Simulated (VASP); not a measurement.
# CrB5 (F-43m) in VASP: further runs

Runs on CrB5. Level: PBE. Tasks: single point.

Program: VASP 6.6.1. These are calculated values, not measurements. Logs are shortened: lines on timing, memory, paths and dates and some standing lists are left out, and cuts for length are marked.

## 1. The cell of the first run

It takes space group F-43m (No. 216, cubic). The conventional cell has a = 5.407 Å, b = 5.407 Å, c = 5.407 Å, α = 90.00°, β = 90.00°, γ = 90.00°. Within 3.0 Å of Cr (site symmetry -43m) lie 16 B at 2.24 to 2.34 Å. Within 3.0 Å of B (site symmetry -43m) lie 12 B at 2.24 Å and 4 Cr at 2.34 Å. B (site symmetry 3m) has 9 B at 1.91 to 2.24 Å and 3 Cr at 2.24 Å within 2.5 Å.

## 2. Single point, PBE, collinear spin, ferromagnetic start

File INCAR:

```
SYSTEM = CrB5
ALGO = Normal ; EDIFF = 1E-6
ENCUT = 500 ; GGA = PE
GGA_COMPAT = .False. ; ISIF = 2
ISMEAR = 0 ; ISPIN = 2
LASPH = .True. ; LCHARG = .False.
LMAXMIX = 4 ; LORBIT = 11
LREAL = .False. ; LWAVE = .False.
MAGMOM = 3 0 0 0 0 0 ; NBANDS = 26
NELM = 200 ; PREC = Accurate
SIGMA = 0.1
```

File KPOINTS:

```
k-points
0
Gamma
  6 6 6
  0 0 0
```

File POSCAR:

```
CrB5
1.0
    0.0000000000      2.7034850034      2.7034850034
    2.7034850034      0.0000000000      2.7034850034
    2.7034850034      2.7034850034      0.0000000000
Cr B
1 5
Direct
    0.0000000000      0.0000000000      0.0000000000
    0.7500000000      0.7500000000      0.7500000000
    0.3753991763      0.3753991763      0.8738024712
    0.3753991763      0.8738024712      0.3753991763
    0.8738024712      0.3753991763      0.3753991763
    0.3753991763      0.3753991763      0.3753991763
```

Potentials or basis: VASP PAW PBE potentials, release 64 (Cr_pv, B).

Launch:

```console
$ cat potpaw_PBE.64/Cr_pv/POTCAR potpaw_PBE.64/B/POTCAR > POTCAR
$ mpirun -np 1 vasp_std > vasp.out
```

OUTCAR:

```text
SYSTEM = CrB5
   EDIFF = 1E-6
   ENCUT = 500
   GGA = PE
   ISIF = 2
   ISMEAR = 0
   ISPIN = 2
   LASPH = .True.
   LORBIT = 11
   LREAL = .False.
   NELM = 200
   PREC = Accurate

 ion  position               nearest neighbor table
   1  0.000  0.000  0.000-   4 2.24   5 2.24   3 2.24   5 2.24   3 2.24   4 2.24   6 2.24   6 2.24
                             6 2.24   3 2.24   4 2.24   5 2.24   2 2.34   2 2.34   2 2.34   2 2.34
   2  0.750  0.750  0.750-   1 2.34   1 2.34   1 2.34   1 2.34
   3  0.375  0.375  0.874-   4 1.91   5 1.91   6 1.91   6 1.92   4 1.92   5 1.92   1 2.24   1 2.24
                             1 2.24
   4  0.375  0.874  0.375-   3 1.91   5 1.91   6 1.91   3 1.92   6 1.92   5 1.92   1 2.24   1 2.24
                             1 2.24
   5  0.874  0.375  0.375-   3 1.91   4 1.91   6 1.91   6 1.92   3 1.92   4 1.92   1 2.24   1 2.24
                             1 2.24
   6  0.375  0.375  0.375-   3 1.91   4 1.91   5 1.91   3 1.92   4 1.92   5 1.92   1 2.24   1 2.24
                             1 2.24

  LATTYP: Found a face centered cubic cell.
 ALAT       =     5.4069700068

  Lattice vectors:

 A1 = (   0.0000000000,   2.7034850034,   2.7034850034)
 A2 = (   2.7034850034,   0.0000000000,   2.7034850034)
 A3 = (   2.7034850034,   2.7034850034,   0.0000000000)

Analysis of symmetry for initial positions (statically):
=====================================================================
 Subroutine PRICEL returns:
 Original cell was already a primitive cell.

 Routine SETGRP: Setting up the symmetry group for a
 face centered cubic supercell.

 Subroutine GETGRP returns: Found 24 space group operations
 (whereof 24 operations were pure point group operations)
 out of a pool of 48 trial point group operations.

The static configuration has the point symmetry T_d .

Analysis of symmetry for dynamics (positions and initial velocities):
=====================================================================
 Subroutine PRICEL returns:
 Original cell was already a primitive cell.

 Routine SETGRP: Setting up the symmetry group for a
 face centered cubic supercell.

 Subroutine GETGRP returns: Found 24 space group operations
 (whereof 24 operations were pure point group operations)
 out of a pool of 48 trial point group operations.

The dynamic configuration has the point symmetry T_d .

Analysis of structural, dynamic, and magnetic symmetry:
=====================================================================
 Subroutine PRICEL returns:
 Original cell was already a primitive cell.

 Routine SETGRP: Setting up the symmetry group for a
 face centered cubic supercell.

 Subroutine GETGRP returns: Found 24 space group operations
 (whereof 24 operations were pure point group operations)
 out of a pool of 48 trial point group operations.

The overall configuration has the point symmetry T_d .

 Subroutine INISYM returns: Found 24 space group operations
 (whereof 24 operations are pure point group operations),
 and found     1 'primitive' translations

----------------------------------------------------------------------------------------

                                     Primitive cell

  volume of cell :      39.5186

  direct lattice vectors                    reciprocal lattice vectors
     0.000000000  2.703485003  2.703485003    -0.184946467  0.184946467  0.184946467
     2.703485003  0.000000000  2.703485003     0.184946467 -0.184946467  0.184946467
     2.703485003  2.703485003  0.000000000     0.184946467  0.184946467 -0.184946467

  length of vectors
     3.823305157  3.823305157  3.823305157     0.320336678  0.320336678  0.320336678

  position of ions in fractional coordinates (direct lattice)
     0.000000000  0.000000000  0.000000000
     0.750000000  0.750000000  0.750000000
     0.375399176  0.375399176  0.873802471
     0.375399176  0.873802471  0.375399176
     0.873802471  0.375399176  0.375399176
     0.375399176  0.375399176  0.375399176

  ion indices of the primitive-cell ions
   primitive index   ion index
                 1           1
                 2           2
                 3           3
                 4           4
                 5           5
                 6           6

----------------------------------------------------------------------------------------

 KPOINTS: k-points

Automatic generation of k-mesh.
 Grid dimensions read from file:
 generate k-points for:    6    6    6

 Generating k-lattice:

  Cartesian coordinates                     Fractional coordinates (reciprocal lattice)
    -0.030824411  0.030824411  0.030824411     0.166666667  0.000000000  0.000000000
     0.030824411 -0.030824411  0.030824411     0.000000000  0.166666667  0.000000000
     0.030824411  0.030824411 -0.030824411     0.000000000  0.000000000  0.166666667

  Length of vectors
     0.053389446  0.053389446  0.053389446

  Shift w.r.t. Gamma in fractional coordinates (k-lattice)
     0.000000000  0.000000000  0.000000000

 Subroutine IBZKPT returns following result:
 ===========================================

 Found     16 irreducible k-points:

 Following reciprocal coordinates:
            Coordinates               Weight
  0.000000  0.000000  0.000000      1.000000
  0.166667  0.000000  0.000000      8.000000
  0.333333  0.000000  0.000000      8.000000
  0.500000  0.000000  0.000000      4.000000
  0.166667  0.166667  0.000000      6.000000
  0.333333  0.166667  0.000000     24.000000
[... 8 lines left out ...]
 -0.333333  0.333333  0.166667     24.000000
 -0.333333  0.500000  0.166667     12.000000
   k-points           NKPTS =     16   k-points in BZ     NKDIM =     16   number of bands    NBANDS=     26
   number of dos      NEDOS =    301   number of ions     NIONS =      6
   total plane-waves  NPLWV =  21952
   dimension x,y,z NGX =    28 NGY =   28 NGZ =   28
   dimension x,y,z NGXF=    56 NGYF=   56 NGZF=   56
   ions per type =               1   5
   NGX,Y,Z   is equivalent  to a cutoff of  12.18, 12.18, 12.18 a.u.
   NGXF,Y,Z  is equivalent  to a cutoff of  24.35, 24.35, 24.35 a.u.
 SYSTEM =  CrB5
   PREC   = accura    normal or accurate (medium, high low for compatibility)
   ISTART =      0    job   : 0-new  1-cont  2-samecut
   ICHARG =      2    charge: 1-file 2-atom 10-const
   ISPIN  =      2    spin polarized calculation?
   LNONCOLLINEAR =      F non collinear calculations
   LSORBIT =      F    spin-orbit coupling
   LASPH  =      T    aspherical Exc in radial PAW
   ENCUT  =  500.0 eV  36.75 Ry    6.06 a.u.   6.97  6.97  6.97*2*pi/ulx,y,z
   NELM   =    200;   NELMIN=  2; NELMDL= -5     # of ELM steps
   EDIFF  = 0.1E-05   stopping-criterion for ELM
   LREAL  =      F    real-space projection
   EDIFFG = 0.1E-04   stopping-criterion for IOM
   NSW    =      0    number of steps for IOM
   IBRION =     -1    ionic relax: 0-MD 1-quasi-New 2-CG
   NFREE  =      0    steps in history (QN), initial steepest desc. (CG)
   ISIF   =      2    stress and relaxation
   ISYM   =      2    0-nonsym 1-usesym 2-fastsym
   POTIM  = 0.5000    time-step for ionic-motion
   TEBEG  =    0.0;   TEEND  =   0.0 temperature during run
   PSTRESS=    0.0 pullay stress
   NELECT =      27.0000    total number of electrons
   NUPDOWN=      -1.0000    fix difference up-down
   EMIN   =  10.00;   EMAX   =-10.00  energy-range for DOS
   EFERMI =   0.00;   METHOD = LEGACY
   ISMEAR =     0;   SIGMA  =   0.10  broadening in eV -4-tet -1-fermi 0-gaus
   EFERMI_NEDOS =   21; number of points for ismear=-14 and -15
   IALGO  =     38    algorithm
   IMIX   =      4    mixing-type and parameters
     AMIX     =   0.40;   BMIX     =  1.00
     AMIX_MAG =   1.60;   BMIX_MAG =  1.00
  volume/ion in A,a.u.               =       6.59        44.45
  Fermi-wavevector in a.u.,A,eV,Ry     =   1.441879  2.724756 28.286713  2.079015
  Thomas-Fermi vector in A             =   2.560462
   LORBIT       =     11    0 simple, 1 ext, 2 COOP (PROOUT), +10 PAW based schemes
   GGA     = PE    functional components
   LHFCALC =     F    Hartree Fock is set to
   AEXX    =    0.0000 exact exchange contribution
   IVDW    =     0    specifies the selected vdW correction
   LEPSILON=     F    determine dielectric tensor
   LRPA    =     F    only Hartree local field effects (RPA)
 spin polarized calculation
 Gauss-broadening in eV      SIGMA  =   0.10
  energy-cutoff  :      500.00
  volume of cell :       39.52
 maximum number of plane-waves:      1018
   NGX = 13   NGY = 13   NGZ = 13

 number of electron      26.9999998 magnetization       0.0145356

 number of electron      26.9999998 magnetization      -0.0004140

 Free energy of the ion-electron system (eV)
  ---------------------------------------------------
  ext. energy  EPLUGINS =         0.00000000
  ---------------------------------------------------
  free energy    TOTEN  =       -39.99661575 eV

  energy without entropy =      -39.98212257  energy(sigma->0) =      -39.98936916

 E-fermi :  11.2094     XC(G=0): -13.3799

 val. band max:       11.1913396637   @ k =   0.5000   0.3333   0.1667
 cond. band min:      11.2639959806   @ k =  -0.3333   0.5000   0.1667
 fundamental gap:      0.0726563170
 Fermi energy:        11.2093505091

 spin component 1

 k-point     1 :       0.0000    0.0000    0.0000
  band No.  band energies     occupation
      1     -32.1636      1.00000
      2     -32.1636      1.00000
      3     -32.1636      1.00000
      4      -6.3028      1.00000
      5       1.5570      1.00000
      6       3.4357      1.00000
[... 17 lines left out ...]
     24      22.5195      0.00000
     25      22.5195      0.00000

 k-point     2 :       0.1667    0.0000    0.0000
  band No.  band energies     occupation
      1     -32.1690      1.00000
      2     -32.1646      1.00000
      3     -32.1646      1.00000
      4      -5.9523      1.00000
      5       0.8223      1.00000
      6       2.6863      1.00000
[... 17 lines left out ...]
     24      21.4017      0.00000
     25      21.4017      0.00000
[... 362 lines left out ...]
     24      18.5871      0.00000
     25      20.0148      0.00000

 k-point    16 :      -0.3333    0.5000    0.1667
  band No.  band energies     occupation
      1     -32.1814      1.00000
      2     -32.1755      1.00000
      3     -32.1725      1.00000
      4      -2.5533      1.00000
      5      -2.2448      1.00000
      6      -0.2979      1.00000
[... 17 lines left out ...]
     24      18.8690      0.00000
     25      18.8966      0.00000
 Fermi energy:        11.2093505091

 spin component 2

 k-point     1 :       0.0000    0.0000    0.0000
  band No.  band energies     occupation
      1     -32.1638      1.00000
      2     -32.1638      1.00000
      3     -32.1638      1.00000
      4      -6.3029      1.00000
      5       1.5569      1.00000
      6       3.4357      1.00000
[... 17 lines left out ...]
     24      22.5195      0.00000
     25      22.5195      0.00000

 k-point     2 :       0.1667    0.0000    0.0000
  band No.  band energies     occupation
      1     -32.1693      1.00000
      2     -32.1648      1.00000
      3     -32.1648      1.00000
      4      -5.9523      1.00000
      5       0.8222      1.00000
      6       2.6862      1.00000
[... 17 lines left out ...]
     24      21.4016      0.00000
     25      21.4016      0.00000
[... 362 lines left out ...]
     24      18.5871      0.00000
     25      20.0151      0.00000

 k-point    16 :      -0.3333    0.5000    0.1667
  band No.  band energies     occupation
      1     -32.1817      1.00000
      2     -32.1757      1.00000
      3     -32.1728      1.00000
      4      -2.5533      1.00000
      5      -2.2449      1.00000
      6      -0.2980      1.00000
[... 17 lines left out ...]
     24      18.8689      0.00000
     25      18.8966      0.00000
 [bands above 25 left out]

------------------------ aborting loop because EDIFF is reached ----------------------------------------

  FORCE on cell =-STRESS in cart. coord.  units (eV):
  Direction    XX          YY          ZZ          XY          YZ          ZX
  --------------------------------------------------------------------------------------
  -------------------------------------------------------------------------------------
  Total       -0.0729412     -0.0729412     -0.0729412      0.0000000     -0.0000000      0.0000000
  in kB       -2.9572048     -2.9572048     -2.9572048      0.0000000     -0.0000000      0.0000000
  external PRESSURE =      -2.9572048 kB  Pullay stress =       0.0000000 kB

 VOLUME and BASIS-vectors are now :
 -----------------------------------------------------------------------------
  energy-cutoff  :      500.00
  volume of cell :       39.52
      direct lattice vectors                 reciprocal lattice vectors
     0.000000000  2.703485003  2.703485003    -0.184946467  0.184946467  0.184946467
     2.703485003  0.000000000  2.703485003     0.184946467 -0.184946467  0.184946467
     2.703485003  2.703485003  0.000000000     0.184946467  0.184946467 -0.184946467

 POSITION                                       TOTAL-FORCE (eV/Angst)
 -----------------------------------------------------------------------------------
      0.00000      0.00000      0.00000        -0.000000     -0.000000     -0.000000
      4.05523      4.05523      4.05523        -0.000000     -0.000000     -0.000000
      3.37720      3.37720      2.02977         0.000074      0.000074     -0.000074
      3.37720      2.02977      3.37720         0.000074     -0.000074      0.000074
      2.02977      3.37720      3.37720        -0.000074      0.000074      0.000074
      2.02977      2.02977      2.02977        -0.000074     -0.000074     -0.000074
 -----------------------------------------------------------------------------------
    total drift:                                0.000000      0.000000      0.000000

  FREE ENERGIE OF THE ION-ELECTRON SYSTEM (eV)
  ---------------------------------------------------
  free  energy   TOTEN  =       -39.9966157508 eV

  energy  without entropy=      -39.9821225728  energy(sigma->0) =      -39.98936916

 total charge

# of ion       s       p       d       tot
------------------------------------------
    1        0.333   6.477   4.633  11.442
    2        0.732   0.886   0.000   1.618
    3        0.648   1.209   0.000   1.857
    4        0.648   1.209   0.000   1.857
    5        0.648   1.209   0.000   1.857
    6        0.648   1.209   0.000   1.857
--------------------------------------------------
tot          3.657  12.200   4.633  20.489

 magnetization (x)

# of ion       s       p       d       tot
------------------------------------------
    1       -0.000  -0.000  -0.000  -0.000
    2       -0.000  -0.000   0.000  -0.000
    3       -0.000  -0.000   0.000  -0.000
    4       -0.000  -0.000   0.000  -0.000
    5       -0.000  -0.000   0.000  -0.000
    6       -0.000  -0.000   0.000  -0.000
--------------------------------------------------
tot         -0.000  -0.000  -0.000  -0.000
```

Wall time 32 s (1 thread of Intel Xeon 6975P-C, shared host); peak memory 0.18 GiB.

What came out:

```
Free energy                                           : -39.9966 eV
Pressure                                              : -0.3 GPa
Net moment                                            : 0.00 μB per cell
Valence electrons inside the program's atomic spheres : Cr 11.44; B 1.62, 1.86
```

Levels at points of the mesh, in eV from the Fermi level:
Spin up:
```csv
k point,band 11,band 12,band 13,band 14,band 15,band 16,band 17,band 18
"(0.00, 0.00, 0.00)",-3.08,-3.08,-3.08,-2.64,1.81,1.81,1.81,3.03
"(0.50, 0.00, 0.00)",-3.14,-2.51,-2.51,1.24,1.91,1.91,2.39,4.09
"(0.50, 0.50, 0.00)",-1.95,-1.95,-0.94,0.42,1.97,2.93,2.93,3.05
```
Spin down:
```csv
k point,band 11,band 12,band 13,band 14,band 15,band 16,band 17,band 18
"(0.00, 0.00, 0.00)",-3.08,-3.08,-3.08,-2.64,1.81,1.81,1.81,3.03
"(0.50, 0.00, 0.00)",-3.14,-2.51,-2.51,1.24,1.91,1.91,2.39,4.09
"(0.50, 0.50, 0.00)",-1.95,-1.95,-0.94,0.42,1.97,2.93,2.93,3.05
```

Caveat: the starting moments collapsed, and a magnetic state may lie lower.

## 3. Single point, PBE

File INCAR:

```
SYSTEM = CrB5
PREC = Accurate
ENCUT = 500
EDIFF = 1E-6
ISMEAR = 0
SIGMA = 0.1
LREAL = .False.
LASPH = .True.
NELM = 120
ALGO = Normal
ISIF = 2
LWAVE = .False.
LCHARG = .False.
GGA = PE
NBANDS = 22
GGA_COMPAT = .False.
```

File KPOINTS:

```
regular mesh
0
Gamma
  12 12 12
  0 0 0
```

File POSCAR:

```
CrB5
1.0
    0.0000000000      2.7019955316      2.7019955316
    2.7019955316      0.0000000000      2.7019955316
    2.7019955316      2.7019955316      0.0000000000
Cr B
1 5
Direct
    0.0000000000      0.0000000000      0.0000000000
    0.2500000000      0.2500000000      0.2500000000
    0.6245803702      0.6245803702      0.6245803702
    0.1262588895      0.6245803702      0.6245803702
    0.6245803702      0.6245803702      0.1262588895
    0.6245803702      0.1262588895      0.6245803702
```

Potentials or basis: VASP PAW PBE potentials, release 64 (Cr_pv, B).

Launch:

```console
$ cat potpaw_PBE.64/Cr_pv/POTCAR potpaw_PBE.64/B/POTCAR > POTCAR
$ mpirun -np 1 vasp_std > vasp.out
```

It took 58 s on 1 thread of Intel Xeon 6975P-C, shared host; peak memory 0.19 GiB.

Results (log left out):

```
Free energy : -39.9957 eV
Pressure    : -0.1 GPa
```

Levels at points of the mesh, in eV from the Fermi level:
```csv
k point,band 12,band 13,band 14,band 15,band 16,band 17
"(0.00, 0.00, 0.00)",-3.15,-3.15,-2.73,1.73,1.73,1.73
"(0.50, 0.00, 0.00)",-2.58,-2.58,1.16,1.86,1.86,2.32
"(0.50, 0.50, 0.00)",-2.01,-1.01,0.36,1.90,2.86,2.86
```

Spin polarisation is off, so any magnetic state and its effect on volume and gap are missing.

## 4. Single point, PBE, collinear spin, ferromagnetic start

This run uses another cell than the first one, of 8.41 Å³/atom, 1.276 times its volume.

File INCAR:

```
  PREC = Accurate
  ENCUT = 500
  EDIFF = 1E-6
  ISMEAR = 0
  SIGMA = 0.1
  LREAL = F
  LASPH = T
  NELM = 200
  ALGO = Normal
  ISIF = 2
  LWAVE = F
  LCHARG = T
  ISPIN = 2
  MAGMOM = 3 0 0 0 0 0
  LORBIT = 11
  LMAXMIX = 4
  GGA = PE
  LELF = T
  LVHAR = T
  NBANDS = 26
  GGA_COMPAT = F
```

File KPOINTS:

```
Automatic mesh
0
Gamma
  6 6 6
```

File POSCAR:

```
CrB5
1.0
    0.0000000000      2.9324166500      2.9324166500
    2.9324166500      0.0000000000      2.9324166500
    2.9324166500      2.9324166500      0.0000000000
Cr B
1 5
Direct
    0.0000000000      0.0000000000      0.0000000000
    0.7500000000      0.7500000000      0.7500000000
    0.3750000000      0.3750000000      0.8750000000
    0.3750000000      0.8750000000      0.3750000000
    0.8750000000      0.3750000000      0.3750000000
    0.3750000000      0.3750000000      0.3750000000
```

Launch:

```console
$ cat potpaw_PBE.64/Cr_pv/POTCAR potpaw_PBE.64/B/POTCAR > POTCAR
$ mpirun -np 1 vasp_std > vasp.out
```

It took 50 s on 1 thread of Intel Xeon 6975P-C, shared host; peak memory 0.2 GiB.

Results (log left out):

| Property | Result |
| --- | --- |
| Free energy | -38.1446 eV |
| Pressure | -44.3 GPa |
| Net moment | 0.00 μB per cell |
| Valence electrons inside the program's atomic spheres | Cr 10.85; B 1.46, 1.61 |

Levels at points of the mesh, in eV from the Fermi level:
Spin up:
```csv
k point,band 12,band 13,band 14,band 15,band 16,band 17
"(0.00, 0.00, 0.00)",-2.80,-2.80,-2.80,1.61,1.61,1.61
"(0.50, 0.00, 0.00)",-1.74,-1.74,1.16,1.49,1.49,1.62
"(0.50, 0.50, 0.00)",-1.30,-0.55,0.43,1.90,2.12,2.77
```
Spin down:
| k point | band 11 | band 12 | band 13 | band 14 | band 15 | band 16 | band 17 | band 18 |
| --- | --- | --- | --- | --- | --- | --- | --- | --- |
| (0.00, 0.00, 0.00) | -2.89 | -2.80 | -2.80 | -2.80 | 1.61 | 1.61 | 1.61 | 2.09 |
| (0.50, 0.00, 0.00) | -2.67 | -1.74 | -1.74 | 1.16 | 1.49 | 1.49 | 1.62 | 3.34 |
| (0.50, 0.50, 0.00) | -1.30 | -1.30 | -0.55 | 0.43 | 1.90 | 2.12 | 2.77 | 2.77 |

Caveat: the starting moments collapsed, and a magnetic state may lie lower.
